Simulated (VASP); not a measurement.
# C (C2/m) in VASP: notebook

C is run at these levels: PBE; tasks: single point.

Program: VASP 6.6.1. These are calculated values, not measurements. Logs are shortened: lines on timing, memory, paths and dates and some standing lists are left out, and cuts for length are marked.

## 1. The cell of the first run

Symmetry: C2/m, No. 12, monoclinic system. The conventional cell has a = 4.272 Å, b = 2.467 Å, c = 8.707 Å, α = 90.00°, β = 90.00°, γ = 90.00°. Within 1.9 Å of C (site symmetry m) lie 3 C at 1.42 Å. C (site symmetry m) has 3 C at 1.42 Å within 1.9 Å.

## 2. Single point, PBE

INCAR

```
SYSTEM = C
PREC = Accurate
ENCUT = 520
EDIFF = 1E-6
ISMEAR = 0
SIGMA = 0.15
LREAL = .False.
LASPH = .True.
NELM = 60
ALGO = Normal
ISIF = 2
LWAVE = .False.
LCHARG = .True.
GGA = PE
LELF = .True.
LVHAR = .True.
NBANDS = 16
```

KPOINTS

```
Automatic mesh
0
Gamma
  18 18 6
  0 0 0
```

POSCAR

```
C
1.0
    1.2332770792     -2.1360444277      0.0000000000
    1.2332770792      2.1360444277      0.0000000000
    0.0000000000      0.0000000000      8.7070252276
C
4
Direct
    0.1433036883      0.8566963117      0.7797298958
    0.5233623628      0.4766376372      0.2202697851
    0.8566963117      0.1433036883      0.2202701042
    0.4766376372      0.5233623628      0.7797302149
```

Potentials or basis: VASP PAW PBE potentials, release 64 (C).

Launch:

```
> cat potpaw_PBE.64/C/POTCAR > POTCAR
> mpirun -np 1 vasp_std > vasp.out
```

OUTCAR:

```text
SYSTEM = C
   PREC = Accurate
   ENCUT = 520
   EDIFF = 1E-6
   ISMEAR = 0
   LREAL = .False.
   LASPH = .True.
   NELM = 60
   ISIF = 2
   GGA = PE

 ion  position               nearest neighbor table
   1  0.143  0.857  0.780-   4 1.42   4 1.42   4 1.42
   2  0.523  0.477  0.220-   3 1.42   3 1.42   3 1.42
   3  0.857  0.143  0.220-   2 1.42   2 1.42   2 1.42
   4  0.477  0.523  0.780-   1 1.42   1 1.42   1 1.42

  LATTYP: Found a base centered orthorhombic cell.
 ALAT       =     2.4665541584
 B/A-ratio  =     1.7320069137
 C/A-ratio  =     3.5300361024

  Lattice vectors:

 A1 = (   1.2332770792,  -2.1360444277,   0.0000000000)
 A2 = (   1.2332770792,   2.1360444277,   0.0000000000)
 A3 = (   0.0000000000,   0.0000000000,   8.7070252276)

Analysis of symmetry for initial positions (statically):
=====================================================================
 Subroutine PRICEL returns:
 Original cell was already a primitive cell.

 Routine SETGRP: Setting up the symmetry group for a
 base centered orthorhombic supercell.

 Subroutine GETGRP returns: Found  4 space group operations
 (whereof  4 operations were pure point group operations)
 out of a pool of  8 trial point group operations.

The static configuration has the point symmetry C_2h.

Analysis of symmetry for dynamics (positions and initial velocities):
=====================================================================
 Subroutine PRICEL returns:
 Original cell was already a primitive cell.

 Routine SETGRP: Setting up the symmetry group for a
 base centered orthorhombic supercell.

 Subroutine GETGRP returns: Found  4 space group operations
 (whereof  4 operations were pure point group operations)
 out of a pool of  8 trial point group operations.

The dynamic configuration has the point symmetry C_2h.

 Subroutine INISYM returns: Found  4 space group operations
 (whereof  4 operations are pure point group operations),
 and found     1 'primitive' translations

----------------------------------------------------------------------------------------

                                     Primitive cell

  volume of cell :      45.8744

  direct lattice vectors                    reciprocal lattice vectors
     1.233277079 -2.136044428  0.000000000     0.405423897 -0.234077528  0.000000000
     1.233277079  2.136044428  0.000000000     0.405423897  0.234077528  0.000000000
     0.000000000  0.000000000  8.707025228     0.000000000  0.000000000  0.114849788

  length of vectors
     2.466507278  2.466507278  8.707025228     0.468146159  0.468146159  0.114849788

  position of ions in fractional coordinates (direct lattice)
     0.143303688  0.856696312  0.779729896
     0.523362363  0.476637637  0.220269785
     0.856696312  0.143303688  0.220270104
     0.476637637  0.523362363  0.779730215

  ion indices of the primitive-cell ions
   primitive index   ion index
                 1           1
                 2           2
                 3           3
                 4           4

----------------------------------------------------------------------------------------

 KPOINTS: Automatic mesh

Automatic generation of k-mesh.
 Grid dimensions read from file:
 generate k-points for:   18   18    6

 Generating k-lattice:

  Cartesian coordinates                     Fractional coordinates (reciprocal lattice)
     0.022523550 -0.013004307  0.000000000     0.055555556  0.000000000  0.000000000
     0.022523550  0.013004307  0.000000000     0.000000000  0.055555556  0.000000000
     0.000000000  0.000000000  0.019141631     0.000000000  0.000000000  0.166666667

  Length of vectors
     0.026008120  0.026008120  0.019141631

  Shift w.r.t. Gamma in fractional coordinates (k-lattice)
     0.000000000  0.000000000  0.000000000

 Subroutine IBZKPT returns following result:
 ===========================================

 Found    524 irreducible k-points:

 Following reciprocal coordinates:
            Coordinates               Weight
  0.000000  0.000000  0.000000      1.000000
  0.055556  0.000000  0.000000      4.000000
  0.111111  0.000000  0.000000      4.000000
  0.166667  0.000000  0.000000      4.000000
  0.222222  0.000000  0.000000      4.000000
  0.277778  0.000000  0.000000      4.000000
[... 16 lines left out ...]
 -0.277778  0.055556  0.000000      4.000000
 -0.222222  0.055556  0.000000      4.000000
 [... further k-points ...]
   k-points           NKPTS =    524   k-points in BZ     NKDIM =    524   number of bands    NBANDS=     16
   number of dos      NEDOS =    301   number of ions     NIONS =      4
   total plane-waves  NPLWV =  22680
   dimension x,y,z NGX =    18 NGY =   18 NGZ =   70
   dimension x,y,z NGXF=    36 NGYF=   36 NGZF=  140
   ions per type =               4
   NGX,Y,Z   is equivalent  to a cutoff of  12.13, 12.13, 13.37 a.u.
   NGXF,Y,Z  is equivalent  to a cutoff of  24.26, 24.26, 26.73 a.u.
 SYSTEM =  C
   PREC   = accura    normal or accurate (medium, high low for compatibility)
   ISTART =      0    job   : 0-new  1-cont  2-samecut
   ICHARG =      2    charge: 1-file 2-atom 10-const
   ISPIN  =      1    spin polarized calculation?
   LNONCOLLINEAR =      F non collinear calculations
   LSORBIT =      F    spin-orbit coupling
   LASPH  =      T    aspherical Exc in radial PAW
   ENCUT  =  520.0 eV  38.22 Ry    6.18 a.u.   4.59  4.59 16.19*2*pi/ulx,y,z
   NELM   =     60;   NELMIN=  2; NELMDL= -5     # of ELM steps
   EDIFF  = 0.1E-05   stopping-criterion for ELM
   LREAL  =      F    real-space projection
   EDIFFG = 0.1E-04   stopping-criterion for IOM
   NSW    =      0    number of steps for IOM
   IBRION =     -1    ionic relax: 0-MD 1-quasi-New 2-CG
   NFREE  =      0    steps in history (QN), initial steepest desc. (CG)
   ISIF   =      2    stress and relaxation
   ISYM   =      2    0-nonsym 1-usesym 2-fastsym
   POTIM  = 0.5000    time-step for ionic-motion
   TEBEG  =    0.0;   TEEND  =   0.0 temperature during run
   PSTRESS=    0.0 pullay stress
   NELECT =      16.0000    total number of electrons
   NUPDOWN=      -1.0000    fix difference up-down
   EMIN   =  10.00;   EMAX   =-10.00  energy-range for DOS
   EFERMI =   0.00;   METHOD = LEGACY
   ISMEAR =     0;   SIGMA  =   0.15  broadening in eV -4-tet -1-fermi 0-gaus
   EFERMI_NEDOS =   21; number of points for ismear=-14 and -15
   IALGO  =     38    algorithm
   IMIX   =      4    mixing-type and parameters
     AMIX     =   0.40;   BMIX     =  1.00
     AMIX_MAG =   1.60;   BMIX_MAG =  1.00
  volume/ion in A,a.u.               =      11.47        77.39
  Fermi-wavevector in a.u.,A,eV,Ry     =   1.152368  2.177660 18.067889  1.327952
  Thomas-Fermi vector in A             =   2.289020
   LORBIT       =      0    0 simple, 1 ext, 2 COOP (PROOUT), +10 PAW based schemes
   GGA     = PE    functional components
   LHFCALC =     F    Hartree Fock is set to
   AEXX    =    0.0000 exact exchange contribution
   IVDW    =     0    specifies the selected vdW correction
   LEPSILON=     F    determine dielectric tensor
   LRPA    =     F    only Hartree local field effects (RPA)
 non-spin polarized calculation
 Gauss-broadening in eV      SIGMA  =   0.15
  energy-cutoff  :      520.00
  volume of cell :       45.87
 maximum number of plane-waves:      1260
   NGX =  9   NGY =  9   NGZ = 33

 number of electron      15.9999999 magnetization

 Free energy of the ion-electron system (eV)
  ---------------------------------------------------
  ext. energy  EPLUGINS =         0.00000000
  ---------------------------------------------------
  free energy    TOTEN  =       -36.90104443 eV

  energy without entropy =      -36.89960367  energy(sigma->0) =      -36.90032405

 E-fermi :   2.6440     XC(G=0):  -8.5781

 val. band max:        2.6252907699   @ k =   0.3333   0.3333   0.5000
 cond. band min:       2.6624286691   @ k =   0.3333   0.3333   0.5000
 fundamental gap:      0.0371378992
 Fermi energy:         2.6440328208

 k-point     1 :       0.0000    0.0000    0.0000
  band No.  band energies     occupation
      1     -16.8955      2.00000
      2     -16.8422      2.00000
      3      -5.2409      2.00000
      4      -4.6790      2.00000
      5      -0.3989      2.00000
      6      -0.3976      2.00000
[... 8 lines left out ...]
     15      11.9449      0.00000
     16      14.0472      0.00000

 k-point     2 :       0.0556    0.0000    0.0000
  band No.  band energies     occupation
      1     -16.8225      2.00000
      2     -16.7694      2.00000
      3      -5.1529      2.00000
      4      -4.5930      2.00000
      5      -0.6967      2.00000
      6      -0.6932      2.00000
[... 8 lines left out ...]
     15      12.0472      0.00000
     16      13.7901      0.00000

 k-point     3 :       0.1111    0.0000    0.0000
  band No.  band energies     occupation
      1     -16.6036      2.00000
      2     -16.5515      2.00000
      3      -4.8898      2.00000
      4      -4.3361      2.00000
      5      -1.5152      2.00000
      6      -1.5094      2.00000
[... 8 lines left out ...]
     15      12.3336      0.00000
     16      13.0597      0.00000

 k-point     4 :       0.1667    0.0000    0.0000
  band No.  band energies     occupation
      1     -16.2400      2.00000
      2     -16.1893      2.00000
      3      -4.4546      2.00000
      4      -3.9117      2.00000
      5      -2.6904      2.00000
      6      -2.6813      2.00000
[... 8 lines left out ...]
     15      12.7816      0.00000
     16      13.4825      0.00000
[... 324 lines left out ...]
 k-point    22 :      -0.3333    0.0556    0.0000
  band No.  band energies     occupation
      1     -14.6608      2.00000
      2     -14.6160      2.00000
      3      -6.2473      2.00000
      4      -6.2291      2.00000
      5      -3.1534      2.00000
      6      -3.1465      2.00000
[... 8 lines left out ...]
     15      14.5883      0.00000
     16      16.9333      0.00000

 k-point    23 :      -0.2778    0.0556    0.0000
  band No.  band energies     occupation
      1     -15.3742      2.00000
      2     -15.3268      2.00000
      3      -4.7970      2.00000
      4      -4.7830      2.00000
      5      -3.4297      2.00000
      6      -2.9152      2.00000
[... 8 lines left out ...]
     15      13.7830      0.00000
     16      15.5019      0.00000

 k-point    24 :      -0.2222    0.0556    0.0000
  band No.  band energies     occupation
      1     -15.9504      2.00000
      2     -15.9007      2.00000
      3      -4.1096      2.00000
      4      -3.5756      2.00000
      5      -3.4048      2.00000
      6      -3.3952      2.00000
[... 8 lines left out ...]
     15      13.1198      0.00000
     16      13.9806      0.00000

 [... further k-points ...]

------------------------ aborting loop because EDIFF is reached ----------------------------------------

  FORCE on cell =-STRESS in cart. coord.  units (eV):
  Direction    XX          YY          ZZ          XY          YZ          ZX
  --------------------------------------------------------------------------------------
  -------------------------------------------------------------------------------------
  Total        0.1488199      0.1480670      0.0389982      0.0000000      0.0031786      0.0000000
  in kB        5.1975773      5.1712804      1.3620221      0.0000000      0.1110136      0.0000000
  external PRESSURE =       3.9102933 kB  Pullay stress =       0.0000000 kB

 VOLUME and BASIS-vectors are now :
 -----------------------------------------------------------------------------
  energy-cutoff  :      520.00
  volume of cell :       45.87
      direct lattice vectors                 reciprocal lattice vectors
     1.233277079 -2.136044428  0.000000000     0.405423897 -0.234077528  0.000000000
     1.233277079  2.136044428  0.000000000     0.405423897  0.234077528  0.000000000
     0.000000000  0.000000000  8.707025228     0.000000000  0.000000000  0.114849788

 POSITION                                       TOTAL-FORCE (eV/Angst)
 -----------------------------------------------------------------------------------
      1.23328      1.52384      6.78913         0.000000     -0.000457     -0.012527
      1.23328     -0.09981      1.91789         0.000000      0.000740      0.008405
      1.23328     -1.52384      1.91790         0.000000      0.000457      0.012527
      1.23328      0.09981      6.78913         0.000000     -0.000740     -0.008405
 -----------------------------------------------------------------------------------
    total drift:                               -0.000000     -0.000000      0.000000

  FREE ENERGIE OF THE ION-ELECTRON SYSTEM (eV)
  ---------------------------------------------------
  free  energy   TOTEN  =       -36.9010444277 eV

  energy  without entropy=      -36.8996036725  energy(sigma->0) =      -36.90032405
```

It took 5.7 min on 1 thread of Intel Xeon 6975P-C (Granite Rapids), shared host; peak memory 0.36 GiB.

What came out:

| Property | Result |
| --- | --- |
| Free energy | -36.9010 eV |
| Pressure | 0.4 GPa |
| Largest force | 0.013 eV/Å |

Forces in eV/Å, atoms in the order of the input:
```
C    0.000  0.000 -0.013
C    0.000  0.001  0.008
C    0.000  0.000  0.013
C    0.000 -0.001 -0.008
```

Stress tensor (GPa, compression positive):
```
0.52 0.00 0.00
0.00 0.52 0.01
0.00 0.01 0.14
```

Caveat: this functional lacks dispersion, which binds layers or chains, so the pressure and a relaxed spacing across them are unreliable.

## 3. Single point, PBE

INCAR

```
PREC = Accurate
ENCUT = 520
EDIFF = 1E-6
ISMEAR = 0
SIGMA = 0.15
LREAL = F
LASPH = T
NELM = 100
ALGO = Normal
ISIF = 2
LWAVE = F
LCHARG = F
GGA = PE
NBANDS = 16
```

KPOINTS

```
Automatic mesh
0
Gamma
  18 18 6
```

POSCAR

```
C
1.0
    1.2332770792     -2.1360444277      0.0000000000
    1.2332770792      2.1360444277      0.0000000000
    0.0000000000      0.0000000000      8.7070252276
C
4
Direct
    0.1433036312      0.8566963688      0.7601135520
    0.5233623057      0.4766376943      0.2398861289
    0.8566963688      0.1433036312      0.2398864480
    0.4766376943      0.5233623057      0.7601138711
```

Potentials or basis: VASP PAW PBE potentials, release 64 (C).

Launch:

```
> cat potpaw_PBE.64/C/POTCAR > POTCAR
> mpirun -np 1 vasp_std > vasp.out
```

OUTCAR:

```text
PREC = Accurate
   ENCUT = 520
   EDIFF = 1E-6
   ISMEAR = 0
   LREAL = F
   LASPH = T
   NELM = 100
   ISIF = 2
   GGA = PE

 ion  position               nearest neighbor table
   1  0.143  0.857  0.760-   4 1.42   4 1.42   4 1.42
   2  0.523  0.477  0.240-   3 1.42   3 1.42   3 1.42
   3  0.857  0.143  0.240-   2 1.42   2 1.42   2 1.42
   4  0.477  0.523  0.760-   1 1.42   1 1.42   1 1.42

  LATTYP: Found a base centered orthorhombic cell.
 ALAT       =     2.4665541584
[... 653 lines left out ...]

  FORCE on cell =-STRESS in cart. coord.  units (eV):
  Direction    XX          YY          ZZ          XY          YZ          ZX
  --------------------------------------------------------------------------------------
  -------------------------------------------------------------------------------------
  Total        0.1543904      0.1569639     -0.0123702      0.0000000      0.0006992      0.0000000
  in kB        5.3921270      5.4820076     -0.4320333      0.0000000      0.0244207      0.0000000
  external PRESSURE =       3.4807005 kB  Pullay stress =       0.0000000 kB

 VOLUME and BASIS-vectors are now :
 -----------------------------------------------------------------------------
  energy-cutoff  :      520.00
  volume of cell :       45.87
      direct lattice vectors                 reciprocal lattice vectors
     1.233277079 -2.136044428  0.000000000     0.405423897 -0.234077528  0.000000000
     1.233277079  2.136044428  0.000000000     0.405423897  0.234077528  0.000000000
     0.000000000  0.000000000  8.707025228     0.000000000  0.000000000  0.114849788

 POSITION                                       TOTAL-FORCE (eV/Angst)
 -----------------------------------------------------------------------------------
      1.23328      1.52384      6.61833         0.000000     -0.000238     -0.002700
      1.23328     -0.09981      2.08869         0.000000      0.000521      0.001756
      1.23328     -1.52384      2.08870         0.000000      0.000238      0.002700
      1.23328      0.09981      6.61833         0.000000     -0.000521     -0.001756
 -----------------------------------------------------------------------------------
    total drift:                                0.000000      0.000000      0.000000

  FREE ENERGIE OF THE ION-ELECTRON SYSTEM (eV)
  ---------------------------------------------------
  free  energy   TOTEN  =       -36.9048595578 eV

  energy  without entropy=      -36.9030630991  energy(sigma->0) =      -36.90396133
```

OSZICAR:

```text
N       E                     dE             d eps       ncg     rms          rms(c)
DAV:   1     0.465148151028E+02    0.46515E+02   -0.76231E+03 16832   0.892E+02
DAV:   2    -0.356732319930E+02   -0.82188E+02   -0.74376E+02 23104   0.192E+02
DAV:   3    -0.393622020758E+02   -0.36890E+01   -0.36642E+01 22928   0.395E+01
DAV:   4    -0.394030240234E+02   -0.40822E-01   -0.40801E-01 21296   0.500E+00
DAV:   5    -0.394038134137E+02   -0.78939E-03   -0.78929E-03 22440   0.661E-01    0.892E+00
DAV:   6    -0.375438425658E+02    0.18600E+01   -0.13697E+00 20064   0.689E+00    0.523E+00
DAV:   7    -0.368919561841E+02    0.65189E+00   -0.17553E+00 21016   0.786E+00    0.142E+00
DAV:   8    -0.369049442620E+02   -0.12988E-01   -0.67118E-02 20648   0.149E+00    0.194E-01
DAV:   9    -0.369045365663E+02    0.40770E-03   -0.11990E-03 21824   0.233E-01    0.111E-01
DAV:  10    -0.369048577057E+02   -0.32114E-03   -0.10627E-03 19704   0.201E-01    0.584E-02
DAV:  11    -0.369048577843E+02   -0.78556E-07   -0.22930E-05 22336   0.321E-02    0.696E-03
DAV:  12    -0.369048595299E+02   -0.17456E-05   -0.17166E-06 20264   0.114E-02    0.131E-03
DAV:  13    -0.369048595578E+02   -0.27899E-07   -0.29443E-07 17016   0.423E-03
   1 F= -.36904860E+02 E0= -.36903961E+02  d E =-.179646E-02
```

stdout:

```text
POSCAR found type information on POSCAR C
 POSCAR found :  1 types and       4 ions
 scaLAPACK will be used
 LDA part: xc-table for (Slater+PW92), standard interpolation
 POSCAR, INCAR and KPOINTS ok, starting setup
 FFT: planning ... GRIDC
 FFT: planning ... GRID_SOFT
 FFT: planning ... GRID
 WAVECAR not read
 entering main loop
```

Run time: 6.7 min. Hardware: 1 thread of Intel Xeon 6975P-C (Granite Rapids), shared host; peak memory 0.37 GiB.

What came out:

```
Free energy : -36.9049 eV
Pressure    : 0.3 GPa
```

Forces on the atoms (eV/Å):
```
C    0.000  0.000 -0.003
C    0.000  0.001  0.002
C    0.000  0.000  0.003
C    0.000 -0.001 -0.002
```

Caveat: this functional lacks dispersion, which binds layers or chains, so the pressure and a relaxed spacing across them are unreliable.

[end of part 1 of 2]
